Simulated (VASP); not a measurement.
Set up this calculation in VASP 6.6.1, as the native input.

| Quantity | Value |
| --- | --- |
| Task | single point |
| Functional | PBEsol |
| Dispersion | D3(BJ) |
| Potentials or basis | VASP PAW PBE potentials, release 64 (P) |
| Cutoff | 500 eV |
| k mesh | 20 × 20 × 20 |
| Occupations | gaussian, width 0.1 eV |
| Spin | no spin polarisation |
| Dipole correction | no |
| Further INCAR settings | ALGO = Normal; EDIFF = 1e-06; NBANDS = 8 |

The structure of P lies in POSCAR:

```
P
1.0
    1.9503818979      0.0000000000      0.0000000000
    0.0000000000      1.9503818979      0.0000000000
    0.0000000000      0.0000000000      1.9503818979
P
1
Direct
    0.0000000000      0.0000000000      0.0000000000
```

One way to write it, as run:

INCAR

```
SYSTEM = P
PREC = Accurate
ENCUT = 500
EDIFF = 1E-6
ISMEAR = 0
SIGMA = 0.1
LREAL = .FALSE.
LASPH = .TRUE.
NELM = 120
ALGO = Normal
ISIF = 2
LWAVE = .FALSE.
LCHARG = .FALSE.
GGA = PS
IVDW = 12
NBANDS = 8
GGA_COMPAT = .FALSE.
```

KPOINTS

```
Automatic mesh
0
G
  20 20 20
  0 0 0
```

Potentials or basis: VASP PAW PBE potentials, release 64 (P).

Run with:

```bash
$ cat potpaw_PBE.64/P/POTCAR > POTCAR
$ mpirun -np 1 vasp_std > vasp.out
```

Results of the run:

* Pressure: 299.0 GPa
* Dispersion energy per atom: -0.774 eV

Caveat: the PAW data sets were made with another functional, which shifts forces and pressure a little; pairwise dispersion overbinds metals, which lowers pressure and volume.

Run time: 9.9 s on 1 thread of Intel Xeon 8259CL, with other jobs on the host, peak memory 0.12 GiB.
